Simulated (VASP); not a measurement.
Here is a VASP 6.6.1 calculation.

File INCAR:

```
PREC     = Accurate       # precision mode
ENCUT    = 520            # plane-wave cutoff, eV
EDIFF    = 1E-7           # SCF threshold, eV
ISMEAR   = 0              # smearing method
SIGMA    = 0.1            # smearing width, eV
LREAL    = F              # projectors in reciprocal space
LASPH    = T              # aspherical terms in the spheres
NELM     = 80             # most SCF steps
ALGO     = Fast           # electronic algorithm
ISIF     = 2              # what is computed and relaxed
LWAVE    = F              # write WAVECAR
LCHARG   = T              # write CHGCAR
GGA      = PE             # functional
LELF     = T              # ELF
LVHAR    = T            
NBANDS   = 12             # bands
```

KPOINTS

```
regular mesh
0
Gamma
  6 6 6
```

The input POSCAR:

```
Al
1.0
   -2.1874834931      2.1874834931      3.0955963428
    2.1874834931     -2.1874834931      3.0955963428
    2.1874834931      2.1874834931     -3.0955963428
Al
3
Direct
    0.5924155136      0.5924155136      0.0000000000
    0.3427224132      0.8427224132      0.5000000000
    0.8427224132      0.3427224132      0.5000000000
```

Potentials or basis: VASP PAW PBE potentials, release 64 (Al).

Run with:

```console
$ cat potpaw_PBE.64/Al/POTCAR > POTCAR
$ mpirun -np 1 vasp_std > vasp.out
```

(1) Estimate the largest force.

(2) What does it give for the band gap on the k mesh?

(3) Estimate the pressure.

Results:

(1) 0.012 eV/Å.

(2) zero (an odd number of electrons rules out a gap without spin polarisation).

(3) 0.1 GPa.
